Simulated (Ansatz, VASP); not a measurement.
# One calculation of SiO2, two programs

File POSCAR:

```
SiO2
1.0
    4.1773000000      0.0000000000      0.0000000000
    0.0000000000      4.1773000000      0.0000000000
    0.0000000000      0.0000000000      2.6652000000
Si O
2 4
Direct
    0.0000000000      0.0000000000      0.0000000000
    0.5000000000      0.5000000000      0.5000000000
    0.3059000000      0.3059000000      0.0000000000
    0.1941000000      0.8059000000      0.5000000000
    0.6941000000      0.6941000000      0.0000000000
    0.8059000000      0.1941000000      0.5000000000
```

File INCAR.step1:

```
SYSTEM = SiO2
PREC = Accurate ; ENCUT = 600
ISMEAR = 0 ; SIGMA = 0.02
LREAL = .FALSE. ; LASPH = .TRUE.
NELM = 60 ; GGA = PE
ALGO = Normal ; EDIFF = 1E-4
LWAVE = .TRUE. ; LCHARG = .FALSE.
```

INCAR.step2

```
SYSTEM = SiO2
PREC = Accurate ; ENCUT = 600
EDIFF = 1E-7 ; ISMEAR = 0
SIGMA = 0.02 ; LREAL = .FALSE.
LASPH = .TRUE. ; NELM = 60
ALGO = Normal ; ISIF = 3
LWAVE = .FALSE. ; LCHARG = .FALSE.
METAGGA = R2SCAN ; LMIXTAU = .TRUE.
IBRION = 2 ; NSW = 100
EDIFFG = -0.005 ; ISTART = 1
```

File KPOINTS:

```
regular mesh
0
G
  6 6 8
  0 0 0
```

Input for Ansatz:

```yaml
crystal:
  lattice:
    - [4.1773, 0.0, 0.0]
    - [0.0, 4.1773, 0.0]
    - [0.0, 0.0, 2.6652]
  atoms:
    - { symbol: Si, position: [0.0, 0.0, 0.0] }
    - { symbol: Si, position: [0.5, 0.5, 0.5] }
    - { symbol: O, position: [0.3059, 0.3059, 0.0] }
    - { symbol: O, position: [0.1941, 0.8059, 0.5] }
    - { symbol: O, position: [0.6941, 0.6941, 0.0] }
    - { symbol: O, position: [0.8059, 0.1941, 0.5] }
basis:
  ecutwfc: 500
kpoints:
  mp_grid: { grid: [6, 6, 8] }
hamiltonian:
  xc: r2scan
scf:
  occupations: { method: gaussian, width: 0.02 }
output:
  forces: true
  stress: true
  eigenvalues: true
relax:
  adjacent_minimum: "off"
  f_tol: 0.005
  max_steps: 80
  cell: { stress_tol: 0.05 }
```

Alike in both runs: task relaxation of cell and atoms; functional r2SCAN; k mesh 6 × 6 × 8; occupations gaussian, width 0.02 eV; no spin polarisation.

```csv
,VASP,Ansatz
version,VASP 6.6.1,Ansatz 0.2.0
potentials or method,"VASP PAW PBE potentials, release 64 (Si, O), cutoff 600 eV","scalar-relativistic, plane waves, PAW"
valence electrons in the cell,32,32
```

|  | VASP | Ansatz | Ansatz less VASP |
| --- | --- | --- | --- |
| gap on the k mesh at the Fermi level, each at its own relaxed structure (eV) | 6.51 | 6.51 | +0.005 |
| relaxed volume (Å³/atom) | 7.79 | 7.79 | +0.005 |
| relaxed length of the cell vector where the two differ most in proportion (Å) | 2.672 | 2.669 | -0.0030 |

VASP's potentials were made for PBE, not for r2SCAN.
